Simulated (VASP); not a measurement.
Runs of VASP 6.6.1 on Rh. The structure is that of space group P6_3/mmc (No. 194), or close to it. The cells are those of the table. This isn't the form of Rh at room conditions, which is fcc.

| task | level | cell | cutoff (eV) | gap on the mesh (eV) | pressure (GPa) | relaxed volume (Å³/atom) |
| --- | --- | --- | --- | --- | --- | --- |
| single point | BLYP+D3(BJ) | a = 2.699, b = 2.699, c = 8.775 Å, angles 90.0, 90.0, 120.0°, 4 atoms | 520 | none | 0.7 | - |
| single point | PBEsol+D3(BJ) | a = 2.656, b = 2.656, c = 8.640 Å, angles 90.0, 90.0, 120.0°, 4 atoms | 520 | none | -0.1 | - |
| relaxation of cell and atoms | BLYP+D3(BJ) | relaxed from a = 2.692, b = 2.692, c = 8.798 Å, angles 90.0, 90.0, 120.0°, 4 atoms | 600 | none | 0.0 | 13.87 |
| single point | PBEsol | a = 2.678, b = 2.678, c = 8.710 Å, angles 90.0, 90.0, 120.0°, 4 atoms | 520 | none | -0.1 | - |
| relaxation of cell and atoms | PBEsol | relaxed from a = 2.692, b = 2.692, c = 8.798 Å, angles 90.0, 90.0, 120.0°, 4 atoms | 600 | none | 0.0 | (a) |

Alike in all rows: potentials or basis VASP PAW PBE potentials, release 64 (Rh_pv); no spin polarisation; k mesh 11 × 11 × 3; smearing methfessel-paxton 0.1 eV.

Task: Fill in the values left out.

Result: (a) 13.52.

Caveats: the PAW data sets were made with another functional, which shifts forces and pressure a little; the dispersion term is far too large for a dense solid, which distorts pressure and volume (at least some runs).

A k mesh can miss the band edges, and the runs leave out spin-orbit coupling on Rh.

A gap of «none» marks levels without a gap at the run's occupations.
